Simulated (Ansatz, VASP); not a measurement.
## One calculation of BN, two programs

File INCAR:

```
SYSTEM = BN
PREC = Accurate
ENCUT = 520
EDIFF = 1E-7
ISMEAR = -1
SIGMA = 0.02
LREAL = .FALSE.
LASPH = .TRUE.
NELM = 100
ALGO = Normal
ISIF = 2
LWAVE = .FALSE.
LCHARG = .FALSE.
GGA = PE
IBRION = 2
NSW = 80
EDIFFG = -0.02
```

File KPOINTS:

```
regular mesh
0
G
  14 14 14
  0 0 0
```

The input POSCAR:

```
BN
1.0
    0.0000000000      1.8075000000      1.8255750000
    1.8075000000      0.0000000000      1.8255750000
    1.8075000000      1.8075000000      0.0000000000
B N
1 1
Direct
    0.0000000000      0.0000000000      0.0000000000
    0.2500000000      0.2500000000      0.2500000000
```

Input for Ansatz:

```yaml
crystal:
  lattice:
    - [0.0, 1.8075, 1.825575]
    - [1.8075, 0.0, 1.825575]
    - [1.8075, 1.8075, 0.0]
  atoms:
    - { symbol: B, position: [0.0, 0.0, 0.0] }
    - { symbol: "N", position: [0.25, 0.25, 0.25] }
kpoints:
  mp_grid: { grid: [14, 14, 14] }
scf:
  occupations: { method: fermi_dirac, width: 0.02 }
hamiltonian:
  xc: pbe
  pseudopotentials: { kind: paw, frozen_core: stored }
output:
  forces: true
  stress: true
  populations: true
  efg: { quadrupole_moments_barn: { B: 0.04059, "N": 0.02044 } }
  write_density: true
  write_potential: true
  elf: true
  volumetric_format: npy
relax:
  f_tol: 0.02
  max_steps: 60
```

Change from the starting cell: z stretched by +1 %, ions relaxed.

Alike in both runs: task relaxation of the atoms; functional PBE; k mesh 14 × 14 × 14; occupations fermi-dirac, width 0.02 eV; no spin polarisation.

|  | VASP | Ansatz |
| --- | --- | --- |
| version | VASP 6.6.1 | Ansatz 0.2.0 |
| potentials or method | VASP PAW PBE potentials, release 64 (B, N) | plane-wave PAW, scalar-relativistic |
| plane-wave cutoff (eV) | 520 | 420 |
| valence electrons in the cell | 8 | 8 |

```csv
,VASP,Ansatz,Ansatz less VASP
"gap on the k mesh at the Fermi level, each at its own relaxed structure (eV)",4.36,4.37,+0.012
```

Ansatz's warnings: stress scf threshold loose.

Noted on VASP's run: the relaxation stopped at its first step, so nothing moved.
